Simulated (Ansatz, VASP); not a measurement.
One calculation of KBr, two programs

```
CELL_PARAMETERS angstrom
5.33821 0.00000 0.00000
-2.66911 4.62303 0.00000
0.00000 0.00000 6.62578
ATOMIC_POSITIONS crystal
K 0.33333 0.66667 0.93750
K 0.66667 0.33333 0.43750
Br 0.33333 0.66667 0.43750
Br 0.66667 0.33333 0.93750
```

Change from the starting cell: epitaxial_xy strain -5.0%.

Alike in both runs: task single point; functional r2SCAN; k mesh 6 × 6 × 4; no spin polarisation.

|  | VASP | Ansatz |
| --- | --- | --- |
| version | VASP 6.6.1 | Ansatz 0.2.0 |
| potentials or method | VASP PAW PBE potentials, release 64 (K_sv, Br) | plane waves, PAW |
| plane-wave cutoff (eV) | 520 | 500 |
| occupations | gaussian, width 0.01 eV | fixed |
| valence electrons in the cell | 32 | 32 |

```csv
,VASP,Ansatz,Ansatz less VASP
gap on the k mesh at the Fermi level (eV),4.89,4.89,-0.001
pressure (GPa),1.4,1.4,-0.01
"traceless stress, the component that is largest in VASP (GPa)",-1.39,-1.38,+0.017
```

VASP's potentials were made for PBE, not for r2SCAN.
